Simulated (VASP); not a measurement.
Write the native input for VASP 6.6.1 that does the following.

```
Task                   : single point
Functional             : PBE
Potentials or basis    : VASP PAW PBE potentials, release 64 (Nb_sv)
Cutoff                 : 520 eV
k mesh                 : 20 × 20 × 20
Occupations            : gaussian, width 0.15 eV
Spin                   : no spin polarisation
Dipole correction      : no
Further INCAR settings : ALGO = Fast; EDIFF = 1e-07; NBANDS = 12
```

The structure of Nb lies in POSCAR:

```
Nb
1.0
   -1.6639500000      1.6389907500      1.6639500000
    1.6639500000     -1.6389907500      1.6639500000
    1.6639500000      1.6389907500     -1.6639500000
Nb
1
Direct
    0.0000000000      0.0000000000      0.0000000000
```

This cell differs from its parent crystal: strain -0.0150 x Voigt [0, 1, 0, 0, 0, 0].

The input as run:

INCAR

```
SYSTEM = Nb
PREC = Accurate
ENCUT = 520
EDIFF = 1E-7
ISMEAR = 0
SIGMA = 0.15
LREAL = .FALSE.
LASPH = .TRUE.
NELM = 100
ALGO = Fast
ISIF = 2
LWAVE = .FALSE.
LCHARG = .TRUE.
GGA = PE
LELF = .TRUE.
LVHAR = .TRUE.
NBANDS = 12
```

KPOINTS

```
regular mesh
0
G
  20 20 20
  0 0 0
```

Potentials or basis: VASP PAW PBE potentials, release 64 (Nb_sv).

Launch:

```console
$ cat potpaw_PBE.64/Nb_sv/POTCAR > POTCAR
$ mpirun -np 1 vasp_std > vasp.out
```

It gave:

The pressure is -0.5 GPa and the band gap on the k mesh is zero (an odd number of electrons rules out a gap without spin polarisation).

Caveat: the cell differs from its parent crystal (strain -0.0150 x Voigt [0, 1, 0, 0, 0, 0]).

Run time: 2.4 min on 1 thread of Intel(R) Xeon(R) Platinum 8488C (Sapphire Rapids), on a shared host, peak memory 0.25 GiB.
